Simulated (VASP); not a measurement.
Runs of VASP 6.6.1 on Mo. The structure is that of space group P6_3/mmc (No. 194), or close to it. The cells are those of the table. This isn't the form of Mo at room conditions, which is bcc.

```csv
task,cell,k mesh,cutoff (eV),gap on the mesh (eV),pressure (GPa)
single point,"a = 2.770, b = 2.770, c = 4.886 Å, angles 90.0, 90.0, 120.0°, 2 atoms",15 × 15 × 8,520,none,-8.9
single point,"a = 2.659, b = 2.659, c = 4.691 Å, angles 90.0, 90.0, 120.0°, 2 atoms",15 × 15 × 8,520,none,(a)
single point,"a = 2.620, b = 2.620, c = 4.622 Å, angles 90.0, 90.0, 120.0°, 2 atoms",15 × 15 × 8,520,none,43.4
single point,"a = 2.734, b = 2.734, c = 4.823 Å, angles 90.0, 90.0, 120.0°, 2 atoms",22 × 22 × 11,520,none,(b)
relaxation of cell and atoms,"relaxed from a = 2.804, b = 2.804, c = 4.579 Å, angles 90.0, 90.0, 120.0°, 2 atoms",13 × 13 × 7,600,none,0.1
single point,"a = 2.839, b = 2.839, c = 5.009 Å, angles 90.0, 90.0, 120.0°, 2 atoms",15 × 15 × 8,520,none,-22.7
single point,"a = 2.734, b = 2.734, c = 4.823 Å, angles 90.0, 90.0, 120.0°, 2 atoms",15 × 15 × 8,520,none,0.5
single point,"a = 2.734, b = 2.734, c = 4.823 Å, angles 90.0, 90.0, 120.0°, 2 atoms",13 × 13 × 7,520,none,0.5
```

Alike in all rows: level PBEsol; potentials or basis VASP PAW PBE potentials, release 64 (Mo_sv); no spin polarisation; smearing fermi-dirac 0.1 eV.

**Question.** Fill in the values left out.

**Answer.** (a) 26.2; (b) 0.6.

Caveats: the PAW data sets were made with another functional, which shifts forces and pressure a little; the cell stands under tension (at least some runs); the cell stands under pressure (at least some runs); the stress differs along the axes, from 39 to 46 GPa (at least some runs).

A k mesh can miss the band edges, and the runs leave out spin-orbit coupling on Mo.

A gap of «none» marks levels without a gap at the run's occupations.
